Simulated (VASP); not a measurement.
# HfO2 in VASP: a series of runs, part 2 of 2

VASP 6.6.1. Earlier steps stand in the parts before.

**4. Single point, PBE**

File INCAR:

```
PREC = Accurate ; ENCUT = 520
EDIFF = 1E-6 ; ISMEAR = -1
SIGMA = 0.1861 ; LREAL = Auto
LASPH = True ; NELM = 100
ALGO = Normal ; ISIF = 2
LWAVE = False ; LCHARG = False
GGA = PE ; NBANDS = 68
ISYM = 0
```

File KPOINTS:

```
Automatic mesh
0
Gamma
  1 1 1
```

File POSCAR:

```
HfO2
1.0
    5.8586830000      0.1288100000     -0.1763910000
    0.1288100000      5.4147420000     -0.0179830000
   -0.1763910000     -0.0179830000      5.7582330000
Hf O
5 10
Direct
    0.8166959377      0.5133052493      0.1086078978
    0.9104236714      0.2054282026      0.5347488990
    0.3240165399      0.3658249160      0.6830399588
    0.2778406353     -0.0761003490      1.0681141376
    0.5284440448      0.8360150349      0.5695712264
    0.0617540710      0.4916833757      0.4316391512
    0.0790663492      0.3221294569      0.9346291556
    0.2508347675      0.1121595323      0.4015434874
    0.7031972546      0.4729838306      0.7105739443
    0.9854687471      0.8604663832      1.1844349794
    0.4720731793      0.0798222493      0.8009026213
    0.4923480585      0.6794568218      0.2141324324
    0.6892449134      0.2286043514      0.2603136399
    0.8371932090      0.9037875265      0.7167400413
    0.3261970021      0.7195129788      0.7372842011
```

Potentials or basis: VASP PAW PBE potentials, release 64 (Hf_pv, O).

The run is started by

```console
> cat potpaw_PBE.64/Hf_pv/POTCAR potpaw_PBE.64/O/POTCAR > POTCAR
> mpirun -np 1 vasp_gam > vasp.out
```

OUTCAR:

```text
PREC = Accurate
   ENCUT = 520
   EDIFF = 1E-6
   ISMEAR = -1
   LREAL = Auto
   LASPH = True
   NELM = 100
   ISIF = 2
   GGA = PE
   ISYM = 0

 ion  position               nearest neighbor table
   1  0.817  0.513  0.109-  13 1.98   7 2.11  12 2.18  10 2.19   6 2.28   9 2.36   2 2.99   4 3.60
                             5 3.63   2 3.75   4 3.78   3 3.78   5 3.84
   2  0.910  0.205  0.535-   6 1.94  13 1.98  14 2.02   9 2.14   8 2.22   7 2.54   3 2.70  10 2.78
                             1 2.99   5 3.09   3 3.66   1 3.75   4 3.81
   3  0.324  0.366  0.683-  11 1.85  15 1.94   7 2.12   6 2.14   8 2.15   9 2.32   2 2.70   5 2.96
                             5 3.14   4 3.31   2 3.66   4 3.75   1 3.78
   4  0.278  0.924  0.068-  10 1.92  12 1.94  11 2.17   8 2.18  15 2.22   7 2.51   5 3.19   3 3.31
                             5 3.33   1 3.60   3 3.75   1 3.78   2 3.81
   5  0.528  0.836  0.570-  15 1.72  11 1.90  14 2.00  12 2.21   9 2.30   8 2.33   3 2.96   2 3.09
                             3 3.14   4 3.19   4 3.33   1 3.63   1 3.84
   6  0.062  0.492  0.432-   2 1.94   3 2.14   1 2.28
   7  0.079  0.322  0.935-   1 2.11   3 2.12   4 2.51   2 2.54
   8  0.251  0.112  0.402-   3 2.15   4 2.18   2 2.22   5 2.33
   9  0.703  0.473  0.711-   2 2.14   5 2.30   3 2.32   1 2.36
  10  0.985  0.860  0.184-   4 1.92   1 2.19   2 2.78
  11  0.472  0.080  0.801-   3 1.85   5 1.90   4 2.17
  12  0.492  0.679  0.214-   4 1.94   1 2.18   5 2.21
  13  0.689  0.229  0.260-   1 1.98   2 1.98
  14  0.837  0.904  0.717-   5 2.00   2 2.02
  15  0.326  0.720  0.737-   5 1.72   3 1.94   4 2.22

IMPORTANT INFORMATION: All symmetrisations will be switched off!
NOSYMM: (Re-)initialisation of all symmetry stuff for point group C_1.

----------------------------------------------------------------------------------------

                                     Primitive cell

  volume of cell :     182.4048

  direct lattice vectors                    reciprocal lattice vectors
     5.858683000  0.128810000 -0.176391000     0.170933113 -0.004048939  0.005223521
     0.128810000  5.414742000 -0.017983000    -0.004048939  0.184778830  0.000453035
    -0.176391000 -0.017983000  5.758233000     0.005223521  0.000453035  0.173825812

  length of vectors
     5.862752962  5.416303752  5.760962112     0.171060832  0.184823741  0.173904869

  position of ions in fractional coordinates (direct lattice)
     0.816695938  0.513305249  0.108607898
     0.910423671  0.205428203  0.534748899
     0.324016540  0.365824916  0.683039959
     0.277840635  0.923899651  0.068114138
     0.528444045  0.836015035  0.569571226
     0.061754071  0.491683376  0.431639151
     0.079066349  0.322129457  0.934629156
     0.250834768  0.112159532  0.401543487
     0.703197255  0.472983831  0.710573944
     0.985468747  0.860466383  0.184434979
     0.472073179  0.079822249  0.800902621
     0.492348058  0.679456822  0.214132432
     0.689244913  0.228604351  0.260313640
     0.837193209  0.903787526  0.716740041
     0.326197002  0.719512979  0.737284201

  ion indices of the primitive-cell ions
   primitive index   ion index
                 1           1
                 2           2
                 3           3
                 4           4
                 5           5
                 6           6
                 7           7
                 8           8
                 9           9
                10          10
                11          11
                12          12
                13          13
                14          14
                15          15

[... 38 lines left out ...]
   PREC   = accura    normal or accurate (medium, high low for compatibility)
   ISTART =      0    job   : 0-new  1-cont  2-samecut
   ICHARG =      2    charge: 1-file 2-atom 10-const
   ISPIN  =      1    spin polarized calculation?
   LNONCOLLINEAR =      F non collinear calculations
   LSORBIT =      F    spin-orbit coupling
   LASPH  =      T    aspherical Exc in radial PAW
   ENCUT  =  520.0 eV  38.22 Ry    6.18 a.u.  10.90 10.07 10.71*2*pi/ulx,y,z
   NELM   =    100;   NELMIN=  2; NELMDL= -5     # of ELM steps
   EDIFF  = 0.1E-05   stopping-criterion for ELM
   LREAL  =      T    real-space projection
   EDIFFG = 0.1E-04   stopping-criterion for IOM
   NSW    =      0    number of steps for IOM
   IBRION =     -1    ionic relax: 0-MD 1-quasi-New 2-CG
   NFREE  =      0    steps in history (QN), initial steepest desc. (CG)
   ISIF   =      2    stress and relaxation
   ISYM   =      0    0-nonsym 1-usesym 2-fastsym
   POTIM  = 0.5000    time-step for ionic-motion
   TEBEG  =    0.0;   TEEND  =   0.0 temperature during run
   PSTRESS=    0.0 pullay stress
   NELECT =     110.0000    total number of electrons
   NUPDOWN=      -1.0000    fix difference up-down
   EMIN   =  10.00;   EMAX   =-10.00  energy-range for DOS
   EFERMI =   0.00;   METHOD = LEGACY
   ISMEAR =    -1;   SIGMA  =   0.19  broadening in eV -4-tet -1-fermi 0-gaus
   EFERMI_NEDOS =   21; number of points for ismear=-14 and -15
   IALGO  =     38    algorithm
   IMIX   =      4    mixing-type and parameters
     AMIX     =   0.40;   BMIX     =  1.00
     AMIX_MAG =   1.60;   BMIX_MAG =  1.00
  volume/ion in A,a.u.               =      12.16        82.06
  Fermi-wavevector in a.u.,A,eV,Ry     =   1.383121  2.613720 26.028282  1.913025
  Thomas-Fermi vector in A             =   2.507749
   LORBIT       =      0    0 simple, 1 ext, 2 COOP (PROOUT), +10 PAW based schemes
   GGA     = PE    functional components
   LHFCALC =     F    Hartree Fock is set to
   AEXX    =    0.0000 exact exchange contribution
   IVDW    =     0    specifies the selected vdW correction
   LEPSILON=     F    determine dielectric tensor
   LRPA    =     F    only Hartree local field effects (RPA)
 non-spin polarized calculation
  energy-cutoff  :      520.00
  volume of cell :      182.40
 maximum number of plane-waves:      2461
 NGX is ok and might be reduce to    42
   NGX = 21   NGY = 21   NGZ = 21

 number of electron     110.0000009 magnetization

 Free energy of the ion-electron system (eV)
  ---------------------------------------------------
  ext. energy  EPLUGINS =         0.00000000
  ---------------------------------------------------
  free energy    TOTEN  =      -139.98843981 eV

  energy without entropy =     -139.98290165  energy(sigma->0) =     -139.98567073

 E-fermi :   4.8238     XC(G=0): -11.0691

 val. band max:        3.4303733447   @ k =   0.0000   0.0000   0.0000
 cond. band min:       6.1869984933   @ k =   0.0000   0.0000   0.0000
 fundamental gap:      2.7566251487
 Fermi energy:         4.8238021445

 k-point     1 :       0.0000    0.0000    0.0000
  band No.  band energies     occupation
      1     -27.5621      2.00000
      2     -27.4595      2.00000
      3     -27.3960      2.00000
      4     -27.3005      2.00000
      5     -27.2153      2.00000
      6     -27.1521      2.00000
[... 59 lines left out ...]
     66       8.8256      0.00000
     67       9.0174      0.00000
 [bands above 67 left out]

------------------------ aborting loop because EDIFF is reached ----------------------------------------

  FORCE on cell =-STRESS in cart. coord.  units (eV):
  Direction    XX          YY          ZZ          XY          YZ          ZX
  --------------------------------------------------------------------------------------
  -------------------------------------------------------------------------------------
  Total       18.3437767     34.2730206      1.0396654      8.4538752     -7.7792156     -3.0797674
  in kB      161.1250414    301.0417084      9.1320415     74.2557555    -68.3297918    -27.0515531
  external PRESSURE =     157.0995971 kB  Pullay stress =       0.0000000 kB

 VOLUME and BASIS-vectors are now :
 -----------------------------------------------------------------------------
  energy-cutoff  :      520.00
  volume of cell :      182.40
      direct lattice vectors                 reciprocal lattice vectors
     5.858683000  0.128810000 -0.176391000     0.170933113 -0.004048939  0.005223521
     0.128810000  5.414742000 -0.017983000    -0.004048939  0.184778830  0.000453035
    -0.176391000 -0.017983000  5.758233000     0.005223521  0.000453035  0.173825812

 POSITION                                       TOTAL-FORCE (eV/Angst)
 -----------------------------------------------------------------------------------
      4.83172      2.88266      0.47210         2.185997      1.418248     -1.182418
      5.26602      1.22000      2.91492        -3.069826     -2.611418      0.202888
      1.82495      2.01030      3.86937        -1.119446      0.834181     -0.928267
      1.73477      5.03724      0.32659        -2.508984      1.657435      0.396545
      3.10321      4.58463      3.17148         7.476877      1.361107     -6.489398
      0.34899      2.66253      2.46574        -0.334325      1.105082     -0.832846
      0.33986      1.73763      5.36207         1.410659     -0.405462     -1.418282
      1.41318      0.63240      2.26592         2.642855     -1.025516      1.096531
      4.05540      2.63889      3.95911        -2.609633     -0.826827      0.550489
      5.85185      4.78282      0.87272        -0.545093     -1.986702     -1.650475
      2.63474      0.47862      4.52708         0.349724      1.557633      4.627691
      2.93426      3.73865      1.13396         1.322157      0.478099      0.467443
      4.02160      1.32193      1.37326         0.269788      0.114788      0.942708
      4.89484      4.98873      3.96323         0.907755      0.557564     -1.457200
      1.87372      3.92474      4.17498        -6.378503     -2.228211      5.674590
 -----------------------------------------------------------------------------------
    total drift:                               -0.010748     -0.006856      0.011637

  FREE ENERGIE OF THE ION-ELECTRON SYSTEM (eV)
  ---------------------------------------------------
  free  energy   TOTEN  =      -139.9884398062 eV

  energy  without entropy=     -139.9829016478  energy(sigma->0) =     -139.98567073
```

It took 64 s on 1 thread of AMD EPYC 7R13, shared host; peak memory 0.24 GiB.

Results:

| Quantity | Value |
| --- | --- |
| Free energy | -139.9884 eV |
| Pressure | 15.7 GPa |
| Largest force | 9.993 eV/Å |
| Band gap on the k mesh | 2.76 eV |

Forces in eV/Å, atoms in the order of the input:
```
Hf   2.186  1.418 -1.182
Hf  -3.070 -2.611  0.203
Hf  -1.119  0.834 -0.928
Hf  -2.509  1.657  0.397
Hf   7.477  1.361 -6.489
O   -0.334  1.105 -0.833
O    1.411 -0.405 -1.418
O    2.643 -1.026  1.097
O   -2.610 -0.827  0.550
O   -0.545 -1.987 -1.650
O    0.350  1.558  4.628
O    1.322  0.478  0.467
O    0.270  0.115  0.943
O    0.908  0.558 -1.457
O   -6.379 -2.228  5.675
```

Stress tensor (GPa, compression positive):
```
16.11  7.43 -2.71
 7.43 30.10 -6.83
-2.71 -6.83  0.91
```

Caveat: the k points lie up to 1.16 Å⁻¹ apart; spin-orbit coupling is left out, which moves the levels of the heavy elements.
